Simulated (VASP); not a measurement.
Here is a VASP 6.6.1 calculation.

INCAR

```
  PREC = Accurate
  ENCUT = 600
  EDIFF = 1E-6
  ISMEAR = -1
  SIGMA = 0.02
  LREAL = F
  LASPH = T
  NELM = 60
  ALGO = Normal
  ISIF = 3
  LWAVE = F
  LCHARG = F
  GGA = PE
  IBRION = 2
  NSW = 80
  EDIFFG = -0.005
```

Contents of KPOINTS:

```
Automatic mesh
0
Gamma
  6 6 6
```

Contents of POSCAR:

```
NaI
1.0
    3.7765162381      0.0000000000      0.0000000000
    0.0000000000      3.7765162381      0.0000000000
    0.0000000000      0.0000000000      3.7765162381
Na I
1 1
Direct
    0.0000000000      0.0000000000      0.0000000000
    0.5000000000      0.5000000000      0.5000000000
```

Potentials or basis: VASP PAW PBE potentials, release 64 (Na_pv, I).

The run is started by

```console
$ cat potpaw_PBE.64/Na_pv/POTCAR potpaw_PBE.64/I/POTCAR > POTCAR
$ mpirun -np 1 vasp_std > vasp.out
```

(1) Estimate the relaxed cell.

(2) What does it give for the space group after relaxing (to 0.1 Å)?

(3) Predict the relaxed volume.

(4) Predict the band gap on the k mesh.

Results:

(1) a = 4.064 Å, b = 4.064 Å, c = 4.064 Å, α = 90.00°, β = 90.00°, γ = 90.00°.

(2) Pm-3m (No. 221).

(3) 33.56 Å³/atom.

(4) 2.27 eV (least direct gap 2.82 eV).

Caveat: the volume moved by over 15 % at a fixed basis, so the end points are rough; the structure was generated, so it needn't be the stable form of NaI; spin-orbit coupling is left out, which moves the levels of the heavy elements.
